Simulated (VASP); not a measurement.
KCl, 2 atoms in the cell. It takes space group Fm-3m (No. 225, cubic). The conventional cell has a = 6.355 Å, b = 6.355 Å, c = 6.355 Å, α = 90.00°, β = 90.00°, γ = 90.00°. Within 4.2 Å of K (site symmetry m-3m) lie 6 Cl at 3.18 Å. Cl (site symmetry m-3m) has 6 K at 3.18 Å within 4.2 Å. 

```yaml
Program: VASP 6.6.1
Task: single point
Functional: r2SCAN
Potentials_or_basis: VASP PAW PBE potentials, release 64 (K_sv, Cl)
Cutoff: 520 eV
k_mesh: 6 × 6 × 6
Occupations: gaussian, width 0.02 eV
Spin: no spin polarisation
Dipole_correction: no
Further_INCAR_settings: ALGO = Normal; EDIFF = 1e-06; NBANDS = 15
```

Potentials or basis: VASP PAW PBE potentials, release 64 (K_sv, Cl).

The run is started by

```sh
$ cat potpaw_PBE.64/K_sv/POTCAR potpaw_PBE.64/Cl/POTCAR > POTCAR
$ cp INCAR.step1 INCAR
$ mpirun -np 1 vasp_std > vasp.out
$ cp INCAR.step2 INCAR
$ mpirun -np 1 vasp_std > vasp.out
```

Hardware: 1 thread of Intel Xeon 8259CL, with other jobs on the host.

How long does it take, and how much memory?

Wall time 2.5 min on 1 thread of Intel Xeon 8259CL, on a shared host, peak memory 0.22 GiB. Counts: k points 16.
